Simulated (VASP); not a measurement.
Si2Ni:

```
Si Ni
1.0
     0.00000    2.77655    2.77655
     2.77655    0.00000    2.77655
     2.77655    2.77655    0.00000
Si Ni
2 1
Direct
  0.25000 0.25000 0.25000
  0.75000 0.75000 0.75000
  0.00000 0.00000 0.00000
```

Base run:

| Item | Value |
| --- | --- |
| Program | VASP 6.6.1 |
| Functional | PBE |
| Potentials or basis | VASP PAW PBE potentials, release 64 (Si, Ni) |
| Cutoff | 520 eV |
| k mesh | 14 × 14 × 14 |
| Occupations | gaussian, width 0.15 eV |
| Spin | collinear spin, ferromagnetic start |
| Starting moments | [0.0, 0.0, 0.625] μB |
| Fixed moment | 0.625 μB |

Its results: pressure -6.3 GPa; site moments Si +0.08; Ni +0.30 μB.

Question: The run is repeated on the same cell with these changes: fixed moment from 0.625 μB to 0.25 μB; moments at the start from [0.0, 0.0, 0.62] to [0.0, 0.0, 0.25]. What comes out?

Answer: Pressure -7.3 GPa; site moments Si +0.03; Ni +0.13 μB.

Caveats: the total moment is fixed, so each spin has its own Fermi level.
